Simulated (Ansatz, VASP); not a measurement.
## GaN in VASP and in Ansatz

POSCAR

```
GaN
1.0
    3.1150838257      0.0000000000      0.0000000000
   -1.5575419129      2.6977417280      0.0000000000
    0.0000000000      0.0000000000      5.0605418376
Ga N
2 2
Direct
    0.6666666667      0.3333333333      0.5000000000
    0.3333333333      0.6666666667      0.0000000000
    0.6666666667      0.3333333333      0.8750000000
    0.3333333333      0.6666666667      0.3750000000
```

Contents of INCAR.step1:

```
PREC = Accurate ; ENCUT = 910
ISMEAR = -1 ; SIGMA = 0.05
LREAL = False ; LASPH = True
NELM = 120 ; NBANDS = 26
GGA = PE ; ALGO = Normal
EDIFF = 1E-5 ; LWAVE = True
LCHARG = False ; GGA_COMPAT = False
```

The input INCAR.step2:

```
PREC = Accurate ; ENCUT = 910
EDIFF = 1E-6 ; ISMEAR = -1
SIGMA = 0.05 ; LREAL = False
LASPH = True ; NELM = 120
ALGO = Normal ; ISIF = 2
LWAVE = False ; LCHARG = False
METAGGA = R2SCAN ; LMIXTAU = True
IVDW = 13 ; VDW_S6 = 1.0
VDW_S8 = 0.6018749 ; VDW_A1 = 0.51559235
VDW_A2 = 5.77342911 ; NBANDS = 26
ISTART = 1 ; GGA_COMPAT = False
```

File KPOINTS:

```
regular mesh
0
Gamma
  10 10 5
```

File input.yaml:

```yaml
crystal:
  lattice:
    - [3.1150838257, 0.0, 0.0]
    - [-1.5575419129, 2.697741728, 0.0]
    - [0.0, 0.0, 5.0605418376]
  atoms:
    - { symbol: Ga, position: [0.6666666667, 0.3333333333, 0.5] }
    - { symbol: Ga, position: [0.3333333333, 0.6666666667, 0.0] }
    - { symbol: "N", position: [0.6666666667, 0.3333333333, 0.875] }
    - { symbol: "N", position: [0.3333333333, 0.6666666667, 0.375] }
hamiltonian:
  xc: r2scan
  pseudopotentials: { kind: paw }
  dispersion: d4
kpoints:
  mp_grid: { grid: [10, 10, 5] }
scf:
  occupations: { method: fermi_dirac, width: 0.05 }
output:
  forces: true
  stress: true
  eigenvalues: true
```

Alike in both runs: task single point; functional r2SCAN; dispersion D4; k mesh 10 × 10 × 5; occupations fermi-dirac, width 0.05 eV; no spin polarisation.

|  | VASP | Ansatz |
| --- | --- | --- |
| version | VASP 6.6.1 | Ansatz 0.2.0 |
| potentials or method | VASP PAW PBE potentials, release 64 (Ga_d, N_h) | Ansatz PAW |
| plane-wave cutoff (eV) | 910 | 500 |
| valence electrons in the cell | 36 | 36 |

```csv
,VASP,Ansatz,Ansatz less VASP
gap on the k mesh at the Fermi level (eV),2.80,2.82,+0.013
least direct gap on the mesh (eV),2.80,2.82,+0.013
rms of the force components (eV/Å),0.095,0.093,-0.0020
```

VASP's potentials were made for PBE, not for r2SCAN. Atom by atom the forces differ by 0.002 eV/Å (rms over components).

Noted on VASP's run: the cutoff is short for stress, so the pressure is rough. Noted on Ansatz's run: odd divisions of the mesh miss points on the zone boundary, where band edges often lie, so the gap on the mesh can be too wide.
